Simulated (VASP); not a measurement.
# Mo (Im-3m) in VASP: further runs

Runs on Mo. Level: r2SCAN. Tasks: single point.

All numbers are computed with VASP 6.6.1; they aren't measurements. Logs are shortened: lines on timing, memory, paths and dates and some standing lists are left out, and cuts for length are marked.

**1. The cell of the first run**

Symmetry: Im-3m, No. 229, cubic system. The conventional cell has a = 3.224 Å, b = 3.224 Å, c = 3.224 Å, α = 90.00°, β = 90.00°, γ = 90.00°. Mo (site symmetry m-3m) has 14 Mo at 2.79 to 3.22 Å within 3.7 Å.

**2. Single point, r2SCAN**

Contents of POSCAR:

```
Mo
1.0
   -1.6118060227      1.6118060227      1.6118060227
    1.6118060227     -1.6118060227      1.6118060227
    1.6118060227      1.6118060227     -1.6118060227
Mo
1
Direct
    0.0000000000      0.0000000000      0.0000000000
```

Contents of INCAR.step1:

```
PREC     = Accurate       # precision mode
ENCUT    = 520            # plane-wave cutoff, eV
ISMEAR   = -1             # smearing method
SIGMA    = 0.1            # smearing width, eV
LREAL    = False          # projectors in reciprocal space
LASPH    = True           # aspherical terms in the spheres
NELM     = 80             # most SCF steps
NBANDS   = 13             # bands
GGA      = PE             # functional
ALGO     = Normal         # electronic algorithm
EDIFF    = 1E-4           # SCF threshold, eV
LWAVE    = True           # write WAVECAR
LCHARG   = False          # write CHGCAR
```

Contents of INCAR.step2:

```
PREC     = Accurate       # precision mode
ENCUT    = 520            # plane-wave cutoff, eV
EDIFF    = 1E-6           # SCF threshold, eV
ISMEAR   = -1             # smearing method
SIGMA    = 0.1            # smearing width, eV
LREAL    = False          # projectors in reciprocal space
LASPH    = True           # aspherical terms in the spheres
NELM     = 80             # most SCF steps
ALGO     = Normal         # electronic algorithm
ISIF     = 2              # what is computed and relaxed
LWAVE    = False          # write WAVECAR
LCHARG   = False          # write CHGCAR
METAGGA  = R2SCAN         # meta-GGA
LMIXTAU  = True         
NBANDS   = 13             # bands
ISTART   = 1
```

Contents of KPOINTS:

```
regular mesh
0
Gamma
  15 15 15
```

Potentials or basis: VASP PAW PBE potentials, release 64 (Mo_sv).

Run with:

```bash
> cat potpaw_PBE.64/Mo_sv/POTCAR > POTCAR
> cp INCAR.step1 INCAR
> mpirun -np 1 vasp_std > vasp.out
> cp INCAR.step2 INCAR
> mpirun -np 1 vasp_std > vasp.out
```

OUTCAR:

```text
PREC = Accurate
   ENCUT = 520
   EDIFF = 1E-6
   ISMEAR = -1
   LREAL = False
   LASPH = True
   NELM = 80
   ISIF = 2
   METAGGA = R2SCAN
   ISTART = 1

 ion  position               nearest neighbor table
   1  0.000  0.000  0.000-

  LATTYP: Found a body centered cubic cell.
 ALAT       =     3.2236120454

  Lattice vectors:

 A1 = (  -1.6118060227,   1.6118060227,   1.6118060227)
 A2 = (   1.6118060227,  -1.6118060227,   1.6118060227)
 A3 = (   1.6118060227,   1.6118060227,  -1.6118060227)

Analysis of symmetry for initial positions (statically):
=====================================================================
 Subroutine PRICEL returns:
 Original cell was already a primitive cell.

 Routine SETGRP: Setting up the symmetry group for a
 body centered cubic supercell.

 Subroutine GETGRP returns: Found 48 space group operations
 (whereof 48 operations were pure point group operations)
 out of a pool of 48 trial point group operations.

The static configuration has the point symmetry O_h .

Analysis of symmetry for dynamics (positions and initial velocities):
=====================================================================
 Subroutine PRICEL returns:
 Original cell was already a primitive cell.

 Routine SETGRP: Setting up the symmetry group for a
 body centered cubic supercell.

 Subroutine GETGRP returns: Found 48 space group operations
 (whereof 48 operations were pure point group operations)
 out of a pool of 48 trial point group operations.

The dynamic configuration has the point symmetry O_h .

 Subroutine INISYM returns: Found 48 space group operations
 (whereof 48 operations are pure point group operations),
 and found     1 'primitive' translations

----------------------------------------------------------------------------------------

                                     Primitive cell

  volume of cell :      16.7494

  direct lattice vectors                    reciprocal lattice vectors
    -1.611806023  1.611806023  1.611806023     0.000000000  0.310211026  0.310211026
     1.611806023 -1.611806023  1.611806023     0.310211026  0.000000000  0.310211026
     1.611806023  1.611806023 -1.611806023     0.310211026  0.310211026  0.000000000

  length of vectors
     2.791729923  2.791729923  2.791729923     0.438704640  0.438704640  0.438704640

  position of ions in fractional coordinates (direct lattice)
     0.000000000  0.000000000  0.000000000

  ion indices of the primitive-cell ions
   primitive index   ion index
                 1           1

----------------------------------------------------------------------------------------

 KPOINTS: regular mesh

Automatic generation of k-mesh.
 Grid dimensions read from file:
 generate k-points for:   15   15   15

 Generating k-lattice:

  Cartesian coordinates                     Fractional coordinates (reciprocal lattice)
     0.000000000  0.020680735  0.020680735     0.066666667  0.000000000  0.000000000
     0.020680735  0.000000000  0.020680735     0.000000000  0.066666667  0.000000000
     0.020680735  0.020680735  0.000000000     0.000000000  0.000000000  0.066666667

  Length of vectors
     0.029246976  0.029246976  0.029246976

  Shift w.r.t. Gamma in fractional coordinates (k-lattice)
     0.000000000  0.000000000  0.000000000

 Subroutine IBZKPT returns following result:
 ===========================================

 Found    120 irreducible k-points:

 Following reciprocal coordinates:
            Coordinates               Weight
  0.000000  0.000000  0.000000      1.000000
  0.066667  0.000000  0.000000     12.000000
  0.133333  0.000000  0.000000     12.000000
  0.200000  0.000000  0.000000     12.000000
  0.266667  0.000000  0.000000     12.000000
  0.333333  0.000000  0.000000     12.000000
[... 16 lines left out ...]
  0.333333  0.200000  0.000000     48.000000
  0.400000  0.200000  0.000000     24.000000
 [... further k-points ...]
   k-points           NKPTS =    120   k-points in BZ     NKDIM =    120   number of bands    NBANDS=     13
   number of dos      NEDOS =    301   number of ions     NIONS =      1
   total plane-waves  NPLWV =  13824
   dimension x,y,z NGX =    24 NGY =   24 NGZ =   24
   dimension x,y,z NGXF=    48 NGYF=   48 NGZF=   48
   ions per type =               1
   NGX,Y,Z   is equivalent  to a cutoff of  14.29, 14.29, 14.29 a.u.
   NGXF,Y,Z  is equivalent  to a cutoff of  28.58, 28.58, 28.58 a.u.
 SYSTEM =  unknown system
   PREC   = accura    normal or accurate (medium, high low for compatibility)
   ISTART =      1    job   : 0-new  1-cont  2-samecut
   ICHARG =      0    charge: 1-file 2-atom 10-const
   ISPIN  =      1    spin polarized calculation?
   LNONCOLLINEAR =      F non collinear calculations
   LSORBIT =      F    spin-orbit coupling
   LASPH  =      T    aspherical Exc in radial PAW
   ENCUT  =  520.0 eV  38.22 Ry    6.18 a.u.   5.19  5.19  5.19*2*pi/ulx,y,z
   NELM   =     80;   NELMIN=  2; NELMDL=  0     # of ELM steps
   EDIFF  = 0.1E-05   stopping-criterion for ELM
   LREAL  =      F    real-space projection
   EDIFFG = 0.1E-04   stopping-criterion for IOM
   NSW    =      0    number of steps for IOM
   IBRION =     -1    ionic relax: 0-MD 1-quasi-New 2-CG
   NFREE  =      0    steps in history (QN), initial steepest desc. (CG)
   ISIF   =      2    stress and relaxation
   ISYM   =      2    0-nonsym 1-usesym 2-fastsym
   POTIM  = 0.5000    time-step for ionic-motion
   TEBEG  =    0.0;   TEEND  =   0.0 temperature during run
   PSTRESS=    0.0 pullay stress
   NELECT =      14.0000    total number of electrons
   NUPDOWN=      -1.0000    fix difference up-down
   EMIN   =  10.00;   EMAX   =-10.00  energy-range for DOS
   EFERMI =   0.00;   METHOD = LEGACY
   ISMEAR =    -1;   SIGMA  =   0.10  broadening in eV -4-tet -1-fermi 0-gaus
   EFERMI_NEDOS =   21; number of points for ismear=-14 and -15
   IALGO  =     38    algorithm
   IMIX   =      4    mixing-type and parameters
     AMIX     =   0.40;   BMIX     =  1.00
     AMIX_MAG =   1.60;   BMIX_MAG =  1.00
  volume/ion in A,a.u.               =      16.75       113.03
  Fermi-wavevector in a.u.,A,eV,Ry     =   1.542120  2.914184 32.356464  2.378133
  Thomas-Fermi vector in A             =   2.647969
   LORBIT       =      0    0 simple, 1 ext, 2 COOP (PROOUT), +10 PAW based schemes
   METAGGA = R2SCAN    functional components
   LHFCALC =     F    Hartree Fock is set to
   AEXX    =    0.0000 exact exchange contribution
   IVDW    =     0    specifies the selected vdW correction
   LEPSILON=     F    determine dielectric tensor
   LRPA    =     F    only Hartree local field effects (RPA)
 non-spin polarized calculation
  energy-cutoff  :      520.00
  volume of cell :       16.75
 maximum number of plane-waves:       466
 NGX is ok and might be reduce to    24
   NGX = 11   NGY = 11   NGZ = 11

 number of electron      13.9999998 magnetization

 Free energy of the ion-electron system (eV)
  ---------------------------------------------------
  ext. energy  EPLUGINS =         0.00000000
  ---------------------------------------------------
  free energy    TOTEN  =       -26.03464606 eV

  energy without entropy =      -26.01467723  energy(sigma->0) =      -26.02466165

 E-fermi :  11.4359     XC(G=0): -14.2020

 val. band max:       11.4324223987   @ k =  -0.2667   0.3333   0.1333
 cond. band min:      11.4525054614   @ k =  -0.2667   0.2667   0.1333
 fundamental gap:      0.0200830627
 Fermi energy:        11.4358759588

 k-point     1 :       0.0000    0.0000    0.0000
  band No.  band energies     occupation
      1     -51.7574      2.00000
      2     -24.3811      2.00000
      3     -24.3811      2.00000
      4     -24.3811      2.00000
      5       4.0375      2.00000
      6      10.1682      1.99999
      7      10.1682      1.99999
      8      10.1682      1.99999
      9      13.2615      0.00000
     10      13.2615      0.00000
     11      26.8480      0.00000
     12      26.8480      0.00000
     13      26.8480      0.00000

 k-point     2 :       0.0667    0.0000    0.0000
  band No.  band energies     occupation
      1     -51.7480      2.00000
      2     -24.4368      2.00000
      3     -24.3984      2.00000
      4     -24.3814      2.00000
      5       4.2291      2.00000
      6      10.0627      2.00000
      7      10.1496      1.99999
      8      10.3439      1.99996
      9      13.1097      0.00000
     10      13.2638      0.00000
     11      26.9800      0.00000
     12      27.1675      0.00000
     13      27.1758      0.00000

 k-point     3 :       0.1333    0.0000    0.0000
  band No.  band energies     occupation
      1     -51.7213      2.00000
      2     -24.5924      2.00000
      3     -24.4471      2.00000
      4     -24.3823      2.00000
      5       4.7676      2.00000
      6       9.7780      2.00000
      7      10.0650      2.00000
      8      10.8604      1.99369
      9      12.8114      0.00000
     10      13.2801      0.00000
     11      27.2335      0.00000
     12      27.8711      0.00000
     13      28.0879      0.00000
[... 305 lines left out ...]
 k-point    23 :       0.3333    0.2000    0.0000
  band No.  band energies     occupation
      1     -51.5262      2.00000
      2     -25.4267      2.00000
      3     -24.9100      2.00000
      4     -24.5014      2.00000
      5       7.3077      2.00000
      6       8.5145      2.00000
      7      10.2272      1.99999
      8      12.9891      0.00000
      9      14.0452      0.00000
     10      17.9116      0.00000
     11      22.5989      0.00000
     12      24.6390      0.00000
     13      28.0057      0.00000

 k-point    24 :       0.4000    0.2000    0.0000
  band No.  band energies     occupation
      1     -51.5183      2.00000
      2     -25.4465      2.00000
      3     -24.9430      2.00000
      4     -24.5037      2.00000
      5       7.2550      2.00000
      6       8.4871      2.00000
      7      10.4358      1.99991
      8      13.0747      0.00000
      9      14.1370      0.00000
     10      18.5953      0.00000
     11      21.8762      0.00000
     12      24.2463      0.00000
     13      27.8105      0.00000

 [... further k-points ...]
[... 5 lines left out ...]
  --------------------------------------------------------------------------------------
  -------------------------------------------------------------------------------------
  Total       -1.6019290     -1.6019290     -1.6019290      0.0000000     -0.0000000      0.0000000
  in kB     -153.2341374   -153.2341374   -153.2341374      0.0000000     -0.0000000      0.0000000
  external PRESSURE =    -153.2341374 kB  Pullay stress =       0.0000000 kB

 VOLUME and BASIS-vectors are now :
 -----------------------------------------------------------------------------
  energy-cutoff  :      520.00
  volume of cell :       16.75
      direct lattice vectors                 reciprocal lattice vectors
    -1.611806023  1.611806023  1.611806023     0.000000000  0.310211026  0.310211026
     1.611806023 -1.611806023  1.611806023     0.310211026  0.000000000  0.310211026
     1.611806023  1.611806023 -1.611806023     0.310211026  0.310211026  0.000000000

 POSITION                                       TOTAL-FORCE (eV/Angst)
 -----------------------------------------------------------------------------------
      0.00000      0.00000      0.00000        -0.000000     -0.000000     -0.000000
 -----------------------------------------------------------------------------------
    total drift:                                0.000000      0.000000      0.000000

  FREE ENERGIE OF THE ION-ELECTRON SYSTEM (eV)
  ---------------------------------------------------
  free  energy   TOTEN  =       -26.0346460604 eV

  energy  without entropy=      -26.0146772324  energy(sigma->0) =      -26.02466165
```

Wall time 2.5 min (1 thread of Intel Xeon 8259CL, shared host); peak memory 0.16 GiB.

What came out:

* Free energy: -26.0346 eV
* Pressure: -15.3 GPa
* Band gap on the k mesh: zero (band 7 reaches 14.95 eV, above the bottom of band 8 at 10.17 eV)

Caveat: the PAW data sets were made with another functional, which shifts forces and pressure a little.

**3. Single point, r2SCAN**

This run uses another cell than the first one, of 17.14 Å³/atom, 1.023 times its volume.

Contents of POSCAR:

```
Mo
1.0
   -1.6242050179      1.6242050179      1.6242050179
    1.6242050179     -1.6242050179      1.6242050179
    1.6242050179      1.6242050179     -1.6242050179
Mo
1
Direct
    0.0000000000      0.0000000000      0.0000000000
```

Contents of INCAR.step1:

```
SYSTEM = Mo
  PREC = Accurate
  ENCUT = 520
  ISMEAR = -1
  SIGMA = 0.1
  LREAL = .FALSE.
  LASPH = .TRUE.
  NELM = 80
  NBANDS = 13
  GGA = PE
  ALGO = Normal
  EDIFF = 1E-4
  LWAVE = .TRUE.
  LCHARG = .FALSE.
```

Contents of INCAR.step2:

```
SYSTEM = Mo
  PREC = Accurate
  ENCUT = 520
  EDIFF = 1E-6
  ISMEAR = -1
  SIGMA = 0.1
  LREAL = .FALSE.
  LASPH = .TRUE.
  NELM = 80
  ALGO = Normal
  ISIF = 2
  LWAVE = .FALSE.
  LCHARG = .TRUE.
  METAGGA = R2SCAN
  LMIXTAU = .TRUE.
  LELF = .TRUE.
  LVHAR = .TRUE.
  NBANDS = 13
  ISTART = 1
```

Contents of KPOINTS:

```
Automatic mesh
0
G
  15 15 15
  0 0 0
```

Potentials or basis: VASP PAW PBE potentials, release 64 (Mo_sv).

Run with:

```bash
> cat potpaw_PBE.64/Mo_sv/POTCAR > POTCAR
> cp INCAR.step1 INCAR
> mpirun -np 1 vasp_std > vasp.out
> cp INCAR.step2 INCAR
> mpirun -np 1 vasp_std > vasp.out
```

OUTCAR:

```text
SYSTEM = Mo
   PREC = Accurate
   ENCUT = 520
   EDIFF = 1E-6
   ISMEAR = -1
   LREAL = .FALSE.
   LASPH = .TRUE.
   NELM = 80
   ISIF = 2
   METAGGA = R2SCAN
   ISTART = 1

 ion  position               nearest neighbor table
   1  0.000  0.000  0.000-

  LATTYP: Found a body centered cubic cell.
 ALAT       =     3.2484100358

  Lattice vectors:

 A1 = (  -1.6242050179,   1.6242050179,   1.6242050179)
 A2 = (   1.6242050179,  -1.6242050179,   1.6242050179)
 A3 = (   1.6242050179,   1.6242050179,  -1.6242050179)

Analysis of symmetry for initial positions (statically):
=====================================================================
 Subroutine PRICEL returns:
 Original cell was already a primitive cell.

 Routine SETGRP: Setting up the symmetry group for a
 body centered cubic supercell.

 Subroutine GETGRP returns: Found 48 space group operations
 (whereof 48 operations were pure point group operations)
 out of a pool of 48 trial point group operations.

The static configuration has the point symmetry O_h .

[... 166 lines left out ...]
  band No.  band energies     occupation
      1     -52.1089      2.00000
      2     -24.7760      2.00000
      3     -24.7760      2.00000
      4     -24.7760      2.00000
      5       3.7742      2.00000
      6       9.8594      1.99999
      7       9.8594      1.99999
      8       9.8594      1.99999
      9      12.8745      0.00000
     10      12.8745      0.00000
     11      26.4589      0.00000
     12      26.4589      0.00000
     13      26.4589      0.00000
[... 354 lines left out ...]
  band No.  band energies     occupation
      1     -51.8913      2.00000
      2     -25.7655      2.00000
      3     -25.2983      2.00000
      4     -24.8896      2.00000
      5       7.0167      2.00000
      6       8.2247      2.00000
      7      10.0951      1.99990
      8      12.6853      0.00000
      9      13.7049      0.00000
     10      18.0442      0.00000
     11      21.2462      0.00000
     12      23.6889      0.00000
     13      27.2218      0.00000

 [... further k-points ...]

------------------------ aborting loop because EDIFF is reached ----------------------------------------

  FORCE on cell =-STRESS in cart. coord.  units (eV):
  Direction    XX          YY          ZZ          XY          YZ          ZX
  --------------------------------------------------------------------------------------
  -------------------------------------------------------------------------------------
  Total       -2.1197779     -2.1197779     -2.1197779      0.0000000      0.0000000      0.0000000
  in kB     -198.1611010   -198.1611010   -198.1611010      0.0000000      0.0000000      0.0000000
  external PRESSURE =    -198.1611010 kB  Pullay stress =       0.0000000 kB

 VOLUME and BASIS-vectors are now :
 -----------------------------------------------------------------------------
  energy-cutoff  :      520.00
  volume of cell :       17.14
      direct lattice vectors                 reciprocal lattice vectors
    -1.624205018  1.624205018  1.624205018     0.000000000  0.307842911  0.307842911
     1.624205018 -1.624205018  1.624205018     0.307842911  0.000000000  0.307842911
     1.624205018  1.624205018 -1.624205018     0.307842911  0.307842911  0.000000000

 POSITION                                       TOTAL-FORCE (eV/Angst)
 -----------------------------------------------------------------------------------
      0.00000      0.00000      0.00000        -0.000000     -0.000000      0.000000
 -----------------------------------------------------------------------------------
    total drift:                                0.000000      0.000000     -0.000000

  FREE ENERGIE OF THE ION-ELECTRON SYSTEM (eV)
  ---------------------------------------------------
  free  energy   TOTEN  =       -25.9918783735 eV

  energy  without entropy=      -25.9713745674  energy(sigma->0) =      -25.98162647
```

OUTCAR.step1:

```text
SYSTEM = Mo
   PREC = Accurate
   ENCUT = 520
   ISMEAR = -1
   LREAL = .FALSE.
   LASPH = .TRUE.
[... 601 lines left out ...]
 -----------------------------------------------------------------------------------
      0.00000      0.00000      0.00000         0.000000     -0.000000     -0.000000
 -----------------------------------------------------------------------------------
    total drift:                                0.000000      0.000000      0.000000

  FREE ENERGIE OF THE ION-ELECTRON SYSTEM (eV)
  ---------------------------------------------------
  free  energy   TOTEN  =       -10.8682647423 eV

  energy  without entropy=      -10.8450616437  energy(sigma->0) =      -10.85666319
```

Wall time 2.5 min (1 thread of Intel Xeon 8259CL, shared host); peak memory 0.16 GiB.

What came out:

- Free energy: -25.9919 eV
- Pressure: -19.8 GPa
- Band gap on the k mesh: zero (band 7 reaches 14.48 eV, above the bottom of band 8 at 9.86 eV)

Caveat: the PAW data sets were made with another functional, which shifts forces and pressure a little.
